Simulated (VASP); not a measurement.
Input of a VASP 6.6.1 run:

File POSCAR:

```
Li
1.0
   -1.7777401479      1.7777401479      1.7777401479
    1.7777401479     -1.7777401479      1.7777401479
    1.7777401479      1.7777401479     -1.7777401479
Li
1
Direct
    0.0000000000      0.0000000000      0.0000000000
```

The input INCAR.step1:

```
SYSTEM = Li
PREC     = Accurate       ! precision mode
ENCUT    = 520            ! plane-wave cutoff, eV
ISMEAR   = -1             ! smearing method
SIGMA    = 0.05           ! smearing width, eV
LREAL    = .FALSE.        ! projectors in reciprocal space
LASPH    = .TRUE.         ! aspherical terms in the spheres
NELM     = 80             ! most SCF steps
NBANDS   = 8              ! bands
GGA      = PE             ! functional
ALGO     = Normal         ! electronic algorithm
EDIFF    = 1E-4           ! SCF threshold, eV
LWAVE    = .TRUE.         ! write WAVECAR
LCHARG   = .FALSE.        ! write CHGCAR
```

The input INCAR.step2:

```
SYSTEM = Li
PREC     = Accurate       ! precision mode
ENCUT    = 520            ! plane-wave cutoff, eV
EDIFF    = 1E-6           ! SCF threshold, eV
ISMEAR   = -1             ! smearing method
SIGMA    = 0.05           ! smearing width, eV
LREAL    = .FALSE.        ! projectors in reciprocal space
LASPH    = .TRUE.         ! aspherical terms in the spheres
NELM     = 80             ! most SCF steps
ALGO     = Normal         ! electronic algorithm
ISIF     = 2              ! what is computed and relaxed
LWAVE    = .FALSE.        ! write WAVECAR
LCHARG   = .FALSE.        ! write CHGCAR
METAGGA  = R2SCAN         ! meta-GGA
LMIXTAU  = .TRUE.       
IVDW     = 12             ! dispersion correction
VDW_S6   = 1.0          
VDW_S8   = 0.78981345   
VDW_A1   = 0.49484001   
VDW_A2   = 5.73083694   
NBANDS   = 8              ! bands
ISTART   = 1
```

Contents of KPOINTS:

```
regular mesh
0
G
  11 11 11
  0 0 0
```

Potentials or basis: VASP PAW PBE potentials, release 64 (Li_sv).

Run with:

```bash
$ cat potpaw_PBE.64/Li_sv/POTCAR > POTCAR
$ cp INCAR.step1 INCAR
$ mpirun -np 1 vasp_std > vasp.out
$ cp INCAR.step2 INCAR
$ mpirun -np 1 vasp_std > vasp.out
```

Predict the dispersion energy per atom.

-0.072 eV.
